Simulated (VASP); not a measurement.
# Ba2In3Au (P1) in VASP: notebook

Ba2In3Au is run at these levels: LDA; tasks: single point.

Everything below comes from runs of VASP 6.6.1. Logs are shortened: lines on timing, memory, paths and dates and some standing lists are left out, and cuts for length are marked.

**1. The cell of the first run**

The typed cell holds 12 atoms: a = 12.020 Å, b = 5.125 Å, c = 8.425 Å, α = 90.00°, β = 47.87°, γ = 90.00°.

**2. Single point, LDA**

INCAR

```
  ALGO = Normal
  EDIFF = 1E-6
  ENCUT = 520
  GGA = CA
  ISIF = 2
  ISMEAR = -1
  LASPH = True
  LCHARG = True
  LELF = True
  LREAL = False
  LVHAR = True
  LWAVE = False
  NBANDS = 82
  NELM = 100
  PREC = Accurate
  SIGMA = 0.3
```

KPOINTS

```
k-points
0
Gamma
  2 3 2
```

POSCAR

```
Ba2In3Au
1.0
  -12.0199200000      0.0000000000      0.0000000000
    0.0000000000     -5.1246220000      0.0000000000
   -5.6515350000      0.0000000000      6.2479830000
Ba In Au
4 6 2
Direct
    0.5721891611      0.5269656962      0.6088844992
    0.3949854019      0.5904240352      0.2972479279
    0.0127839159     -0.1747250822      0.6927035493
    0.9558581300     -0.0672244704      0.2854201108
    0.1432897942      0.4401105096      0.2299141979
    0.2068209090      0.4316025650      0.7943203431
    0.8503660340      0.4791768056      0.1075226997
    0.6484288842     -0.0646291570      0.2591396295
    0.5727328449      0.1254336417      1.0584375790
    0.3422977398      0.0130546214      0.0108835123
    0.8831808358      0.3916971827      0.7106453395
    0.3699168716      0.0227333840      0.5738491926
```

Potentials or basis: VASP PAW LDA potentials, release 64 (Ba_sv, In_d, Au).

Command:

```console
> cat potpaw_LDA.64/Ba_sv/POTCAR potpaw_LDA.64/In_d/POTCAR potpaw_LDA.64/Au/POTCAR > POTCAR
> mpirun -np 1 vasp_std > vasp.out
```

OUTCAR:

```text
EDIFF = 1E-6
   ENCUT = 520
   GGA = CA
   ISIF = 2
   ISMEAR = -1
   LASPH = True
   LREAL = False
   NELM = 100
   PREC = Accurate

 ion  position               nearest neighbor table
   1  0.572  0.527  0.609-   7 3.18   8 3.21  10 3.57   6 3.57  12 3.66  10 3.67  12 3.69   8 3.88
                             4 4.02   5 4.24   9 4.31   2 4.36   4 4.59   2 4.66
   2  0.395  0.590  0.297-   9 2.92  12 3.08   9 3.22   6 3.26   8 3.35   5 3.52  10 3.60  12 3.61
                             3 3.62  10 4.13   1 4.36   1 4.66
   3  0.013  0.825  0.693-  11 2.66   7 3.16  11 3.25   6 3.59   2 3.62   5 3.65   8 3.77  12 3.83
                             4 3.96   9 4.24   7 4.25   6 4.30  10 4.37   4 4.60
   4  0.956  0.933  0.285-   5 3.20   5 3.26   7 3.44  10 3.56   7 3.77   8 3.85  11 3.86   3 3.96
                             6 4.00   6 4.01   1 4.02  11 4.13   1 4.59   3 4.60
   5  0.143  0.440  0.230-  10 2.83  11 3.04   4 3.20   6 3.21   4 3.26  10 3.44   2 3.52   3 3.65
                             1 4.24
   6  0.207  0.432  0.794-  12 2.61   7 3.20   5 3.21   2 3.26  12 3.40   1 3.57   3 3.59  10 3.82
                             4 4.00   4 4.01   3 4.30
   7  0.850  0.479  0.108-   8 2.97  11 3.13   3 3.16   1 3.18   6 3.20   8 3.34   4 3.44   4 3.77
                             3 4.25
   8  0.648  0.935  0.259-  12 2.56   9 2.59   7 2.97   1 3.21   7 3.34   2 3.35   3 3.77   4 3.85
                             1 3.88
   9  0.573  0.125  0.058-   8 2.59   2 2.92  10 3.11  11 3.11   2 3.22  12 3.30   3 4.24   1 4.31

  10  0.342  0.013  0.011-   5 2.83   9 3.11   5 3.44  12 3.47   4 3.56   1 3.57   2 3.60   1 3.67
                             6 3.82   2 4.13   3 4.37
  11  0.883  0.392  0.711-   3 2.66   5 3.04   9 3.11   7 3.13   3 3.25   4 3.86   4 4.13
  12  0.370  0.023  0.574-   8 2.56   6 2.61   2 3.08   9 3.30   6 3.40  10 3.47   2 3.61   1 3.66
                             1 3.69   3 3.83

  LATTYP: Found a simple monoclinic cell.
 ALAT       =     8.4247931384
 B/A-ratio  =     0.6082786741
 C/A-ratio  =     1.0589607906
 COS(beta)  =    -0.0405276674

  Lattice vectors:

 A1 = (  -5.6515350000,   0.0000000000,   6.2479830000)
 A2 = (   0.0000000000,   5.1246220000,   0.0000000000)
 A3 = (  -6.3683850000,   0.0000000000,  -6.2479830000)

Analysis of symmetry for initial positions (statically):
=====================================================================
 Subroutine PRICEL returns:
 Original cell was already a primitive cell.

 Routine SETGRP: Setting up the symmetry group for a
 simple monoclinic supercell.

 Subroutine GETGRP returns: Found  1 space group operations
 (whereof  1 operations were pure point group operations)
 out of a pool of  4 trial point group operations.

The static configuration has the point symmetry C_1 .

Analysis of symmetry for dynamics (positions and initial velocities):
=====================================================================
 Subroutine PRICEL returns:
 Original cell was already a primitive cell.

 Routine SETGRP: Setting up the symmetry group for a
 simple monoclinic supercell.

 Subroutine GETGRP returns: Found  1 space group operations
 (whereof  1 operations were pure point group operations)
 out of a pool of  4 trial point group operations.

The dynamic configuration has the point symmetry C_1 .

 Subroutine INISYM returns: Found  1 space group operations
 (whereof  1 operations are pure point group operations),
 and found     1 'primitive' translations

----------------------------------------------------------------------------------------

                                     Primitive cell

  volume of cell :     384.8604

  direct lattice vectors                    reciprocal lattice vectors
   -12.019920000  0.000000000  0.000000000    -0.083195229  0.000000000 -0.075253206
     0.000000000 -5.124622000  0.000000000     0.000000000 -0.195136344  0.000000000
    -5.651535000  0.000000000  6.247983000     0.000000000  0.000000000  0.160051652

  length of vectors
    12.019920000  5.124622000  8.424793138     0.112180618  0.195136344  0.160051652

  position of ions in fractional coordinates (direct lattice)
     0.572189161  0.526965696  0.608884499
     0.394985402  0.590424035  0.297247928
     0.012783916  0.825274918  0.692703549
     0.955858130  0.932775530  0.285420111
     0.143289794  0.440110510  0.229914198
     0.206820909  0.431602565  0.794320343
     0.850366034  0.479176806  0.107522700
     0.648428884  0.935370843  0.259139629
     0.572732845  0.125433642  0.058437579
     0.342297740  0.013054621  0.010883512
     0.883180836  0.391697183  0.710645339
     0.369916872  0.022733384  0.573849193

  ion indices of the primitive-cell ions
   primitive index   ion index
                 1           1
                 2           2
                 3           3
                 4           4
                 5           5
                 6           6
                 7           7
                 8           8
                 9           9
                10          10
                11          11
                12          12

----------------------------------------------------------------------------------------

 KPOINTS: k-points

Automatic generation of k-mesh.
 Grid dimensions read from file:
 generate k-points for:    2    3    2

 Generating k-lattice:

  Cartesian coordinates                     Fractional coordinates (reciprocal lattice)
    -0.041597615  0.000000000 -0.037626603     0.500000000  0.000000000  0.000000000
     0.000000000 -0.065045448  0.000000000     0.000000000  0.333333333  0.000000000
     0.000000000  0.000000000  0.080025826     0.000000000  0.000000000  0.500000000

  Length of vectors
     0.056090309  0.065045448  0.080025826

  Shift w.r.t. Gamma in fractional coordinates (k-lattice)
     0.000000000  0.000000000  0.000000000

 Subroutine IBZKPT returns following result:
 ===========================================

 Found      8 irreducible k-points:

 Following reciprocal coordinates:
            Coordinates               Weight
  0.000000  0.000000  0.000000      1.000000
  0.500000  0.000000  0.000000      1.000000
  0.000000  0.333333  0.000000      2.000000
  0.500000  0.333333  0.000000      2.000000
  0.000000  0.000000  0.500000      1.000000
  0.500000  0.000000  0.500000      1.000000
  0.000000  0.333333  0.500000      2.000000
  0.500000  0.333333  0.500000      2.000000
   k-points           NKPTS =      8   k-points in BZ     NKDIM =      8   number of bands    NBANDS=     82
   number of dos      NEDOS =    301   number of ions     NIONS =     12
   total plane-waves  NPLWV = 230400
   dimension x,y,z NGX =    90 NGY =   40 NGZ =   64
   dimension x,y,z NGXF=   180 NGYF=   80 NGZF=  128
   ions per type =               4   6   2
   NGX,Y,Z   is equivalent  to a cutoff of  12.45, 12.98, 12.63 a.u.
   NGXF,Y,Z  is equivalent  to a cutoff of  24.90, 25.95, 25.26 a.u.
 SYSTEM =  unknown system
   PREC   = accura    normal or accurate (medium, high low for compatibility)
   ISTART =      0    job   : 0-new  1-cont  2-samecut
   ICHARG =      2    charge: 1-file 2-atom 10-const
   ISPIN  =      1    spin polarized calculation?
   LNONCOLLINEAR =      F non collinear calculations
   LSORBIT =      F    spin-orbit coupling
   LASPH  =      T    aspherical Exc in radial PAW
   ENCUT  =  520.0 eV  38.22 Ry    6.18 a.u.  22.35  9.53 15.66*2*pi/ulx,y,z
   NELM   =    100;   NELMIN=  2; NELMDL= -5     # of ELM steps
   EDIFF  = 0.1E-05   stopping-criterion for ELM
   LREAL  =      F    real-space projection
[... 7 lines left out ...]
   TEBEG  =    0.0;   TEEND  =   0.0 temperature during run
   PSTRESS=    0.0 pullay stress
   NELECT =     140.0000    total number of electrons
   NUPDOWN=      -1.0000    fix difference up-down
   EMIN   =  10.00;   EMAX   =-10.00  energy-range for DOS
   EFERMI =   0.00;   METHOD = LEGACY
   ISMEAR =    -1;   SIGMA  =   0.30  broadening in eV -4-tet -1-fermi 0-gaus
   EFERMI_NEDOS =   21; number of points for ismear=-14 and -15
   IALGO  =     38    algorithm
   IMIX   =      4    mixing-type and parameters
     AMIX     =   0.40;   BMIX     =  1.00
     AMIX_MAG =   1.60;   BMIX_MAG =  1.00
  volume/ion in A,a.u.               =      32.07       216.43
  Fermi-wavevector in a.u.,A,eV,Ry     =   1.168646  2.208421 18.581942  1.365734
  Thomas-Fermi vector in A             =   2.305130
   LORBIT       =      0    0 simple, 1 ext, 2 COOP (PROOUT), +10 PAW based schemes
   GGA     = CA    functional components
   LHFCALC =     F    Hartree Fock is set to
   AEXX    =    0.0000 exact exchange contribution
   IVDW    =     0    specifies the selected vdW correction
   LEPSILON=     F    determine dielectric tensor
   LRPA    =     F    only Hartree local field effects (RPA)
 non-spin polarized calculation
  energy-cutoff  :      520.00
  volume of cell :      384.86
 maximum number of plane-waves:     10410
 NGX is ok and might be reduce to    90
   NGX = 45   NGY = 19   NGZ = 31

 number of electron     139.9999988 magnetization

 Free energy of the ion-electron system (eV)
  ---------------------------------------------------
  ext. energy  EPLUGINS =         0.00000000
  ---------------------------------------------------
  free energy    TOTEN  =       -40.01447243 eV

  energy without entropy =      -37.80263596  energy(sigma->0) =      -38.90855420

 E-fermi :   4.7000     XC(G=0):  -9.6433

 val. band max:        4.6657067226   @ k =   0.5000   0.0000   0.5000
 cond. band min:       4.7088654049   @ k =   0.0000   0.0000   0.5000
 fundamental gap:      0.0431586823
 Fermi energy:         4.6999912053

 k-point     1 :       0.0000    0.0000    0.0000
  band No.  band energies     occupation
      1     -23.5510      2.00000
      2     -23.4176      2.00000
      3     -23.3271      2.00000
      4     -23.1655      2.00000
      5     -10.4731      2.00000
      6     -10.2408      2.00000
[... 669 lines left out ...]
     81       7.4011      0.00025
     82       7.4768      0.00019

------------------------ aborting loop because EDIFF is reached ----------------------------------------

  FORCE on cell =-STRESS in cart. coord.  units (eV):
  Direction    XX          YY          ZZ          XY          YZ          ZX
  --------------------------------------------------------------------------------------
  -------------------------------------------------------------------------------------
  Total        2.7852734     10.4723287      3.6418723     -1.8615500     -1.1604574      0.6559527
  in kB       11.5951175     43.5963965     15.1611466     -7.7496491     -4.8309944      2.7307369
  external PRESSURE =      23.4508869 kB  Pullay stress =       0.0000000 kB

 VOLUME and BASIS-vectors are now :
 -----------------------------------------------------------------------------
  energy-cutoff  :      520.00
  volume of cell :      384.86
      direct lattice vectors                 reciprocal lattice vectors
   -12.019920000  0.000000000  0.000000000    -0.083195229  0.000000000 -0.075253206
     0.000000000 -5.124622000  0.000000000     0.000000000 -0.195136344  0.000000000
    -5.651535000  0.000000000  6.247983000     0.000000000  0.000000000  0.160051652

 POSITION                                       TOTAL-FORCE (eV/Angst)
 -----------------------------------------------------------------------------------
    -10.31880     -2.70050      3.80430        -0.101736      0.665031      1.514006
     -6.42760     -3.02570      1.85720         0.764138     -0.296773      0.134109
     -4.06850     -4.22922      4.32800        -1.178583     -3.028216     -0.459253
    -13.10240     -4.78012      1.78330         0.588074     -0.451683     -0.056911
     -3.02170     -2.25540      1.43650        -0.380745     -0.217887     -0.056190
     -6.97510     -2.21180      4.96290         0.223685     -0.578820      1.302382
    -10.82900     -2.45560      0.67180         0.157079      1.337875     -0.457649
     -9.25860     -4.79342      1.61910        -2.251678     -0.255034     -0.572659
     -7.21447     -0.64280      0.36512         0.432211      0.204161     -2.664205
     -4.17590     -0.06690      0.06800        -0.054380      0.315578     -0.101341
    -14.63200     -2.00730      4.44010         1.655471      2.058764      0.150521
     -7.68950     -0.11650      3.58540         0.146464      0.247004      1.267189
 -----------------------------------------------------------------------------------
    total drift:                                0.001520     -0.000637      0.000022

  FREE ENERGIE OF THE ION-ELECTRON SYSTEM (eV)
  ---------------------------------------------------
  free  energy   TOTEN  =       -40.0144724335 eV

  energy  without entropy=      -37.8026359590  energy(sigma->0) =      -38.90855420
```

Run time: 9.5 min. Hardware: 1 thread of Intel Xeon Platinum 8259CL at 2.50GHz (Skylake/Cascade Lake), shared host; peak memory 0.51 GiB.

What came out:

```
Free energy            : -40.0145 eV
Pressure               : 2.3 GPa
Largest force          : 3.282 eV/Å
Band gap on the k mesh : zero (bands 70 and 71 overlap by 0.01 eV)
```

Forces in eV/Å, atoms in the order of the input:
```
Ba  -0.102  0.665  1.514
Ba   0.764 -0.297  0.134
Ba  -1.179 -3.028 -0.459
Ba   0.588 -0.452 -0.057
In  -0.381 -0.218 -0.056
In   0.224 -0.579  1.302
In   0.157  1.338 -0.458
In  -2.252 -0.255 -0.573
In   0.432  0.204 -2.664
In  -0.054  0.316 -0.101
Au   1.655  2.059  0.151
Au   0.146  0.247  1.267
```

Levels at points of the mesh, in eV from the Fermi level:
```csv
k point,band 67,band 68,band 69,band 70,band 71,band 72,band 73,band 74
"(0.00, 0.00, 0.00)",-0.81,-0.44,-0.13,0.07,0.24,0.60,0.89,0.95
"(0.50, 0.00, 0.00)",-0.73,-0.67,-0.54,-0.31,0.06,0.27,0.77,0.88
"(0.00, 0.00, 0.50)",-0.72,-0.52,-0.32,0.01,0.23,0.48,0.65,0.69
"(0.50, 0.00, 0.50)",-0.83,-0.65,-0.25,-0.03,0.26,0.39,0.60,0.73
```

Caveat: the k points lie up to 0.41 Å⁻¹ apart; so wide a smearing shifts energies and pressures; spin-orbit coupling is left out, which moves the levels of the heavy elements; forces of over 1 eV/Å act on the atoms, so gaps and moduli don't describe the material at rest.

**3. Single point, LDA**

INCAR

```
SYSTEM = Ba2In3Au
ALGO     = Normal         ! electronic algorithm
EDIFF    = 1E-6           ! SCF threshold, eV
ENCUT    = 520            ! plane-wave cutoff, eV
ISIF     = 2              ! what is computed and relaxed
ISMEAR   = -1             ! smearing method
LASPH    = .True.         ! aspherical terms in the spheres
LCHARG   = .False.        ! write CHGCAR
LREAL    = .False.        ! projectors in reciprocal space
LWAVE    = .False.        ! write WAVECAR
NBANDS   = 82             ! bands
NELM     = 60             ! most SCF steps
PREC     = Accurate       ! precision mode
SIGMA    = 0.3            ! smearing width, eV
```

KPOINTS

```
k-points
0
Gamma
  2 3 2
  0 0 0
```

POSCAR

```
Ba2In3Au
1.0
  -12.0199200000      0.0000000000      0.0000000000
    0.0000000000     -5.1246220000      0.0000000000
   -5.6515350000      0.0000000000      6.2479830000
Ba In Au
4 6 2
Direct
    0.5947686283      0.5349272590      0.6588526249
    0.3607432230      0.6355785851      0.3599721702
    0.0409680986     -0.0926507360      0.6520824400
    0.9473133946     -0.0062638766      0.2260569531
    0.0839974173      0.4652440707      0.3290181807
    0.1645290879      0.5089155844      0.8815965088
    0.8789545176      0.4299829334      0.0143566332
    0.6808545400     -0.0538381172      0.2805225302
    0.6036796320      0.1331610410      1.0528677815
    0.3592349063      0.0803571463      0.0058258801
    0.8677557738      0.3352442385      0.7049314955
    0.2997393686      0.0641218025      0.6422072531
```

Potentials or basis: VASP PAW LDA potentials, release 64 (Ba_sv, In_d, Au).

Command:

```console
> cat potpaw_LDA.64/Ba_sv/POTCAR potpaw_LDA.64/In_d/POTCAR potpaw_LDA.64/Au/POTCAR > POTCAR
> mpirun -np 1 vasp_std > vasp.out
```

It took 9.1 min on 1 thread of Intel Xeon Platinum 8259CL at 2.50GHz (Skylake/Cascade Lake), shared host; peak memory 0.51 GiB.

The run converged. Its results:

```
Free energy            : -40.6227 eV
Pressure               : 1.9 GPa
Largest force          : 2.541 eV/Å
Band gap on the k mesh : zero (bands 70 and 71 overlap by 0.15 eV)
```

Forces on the atoms (eV/Å):
```
Ba  -0.041  0.162  0.110
Ba  -0.521  1.213 -1.150
Ba   0.199 -0.227  0.416
Ba  -2.185  0.292  0.023
In  -0.413 -0.375 -2.479
In  -0.851 -0.108 -0.114
In   0.824 -0.228  0.851
In   1.692 -0.078  0.254
In   0.473  0.031 -0.547
In   0.420  0.277  0.606
Au   1.298 -0.640  1.328
Au  -0.895 -0.318  0.700
```

Stress tensor (GPa, compression positive):
```
 2.17 -0.78  0.49
-0.78  1.99  0.14
 0.49  0.14  1.62
```

Levels at points of the mesh, in eV from the Fermi level:
| k point | band 67 | band 68 | band 69 | band 70 | band 71 | band 72 | band 73 | band 74 |
| --- | --- | --- | --- | --- | --- | --- | --- | --- |
| (0.00, 0.00, 0.00) | -0.54 | -0.27 | -0.20 | 0.11 | 0.25 | 0.72 | 0.98 | 1.05 |
| (0.50, 0.00, 0.00) | -0.77 | -0.67 | -0.24 | -0.16 | -0.04 | 0.37 | 0.77 | 1.11 |
| (0.00, 0.00, 0.50) | -0.59 | -0.48 | -0.25 | -0.12 | 0.48 | 0.52 | 0.63 | 0.76 |
| (0.50, 0.00, 0.50) | -0.62 | -0.55 | -0.38 | -0.07 | 0.02 | 0.48 | 0.66 | 0.70 |

Caveat: the k points lie up to 0.41 Å⁻¹ apart; the atoms stand as in a frame of molecular dynamics; so wide a smearing shifts energies and pressures; spin-orbit coupling is left out, which moves the levels of the heavy elements; forces of over 1 eV/Å act on the atoms, so gaps and moduli don't describe the material at rest.

The gap in the log of VASP goes by the Fermi energy; the results here count the filled bands.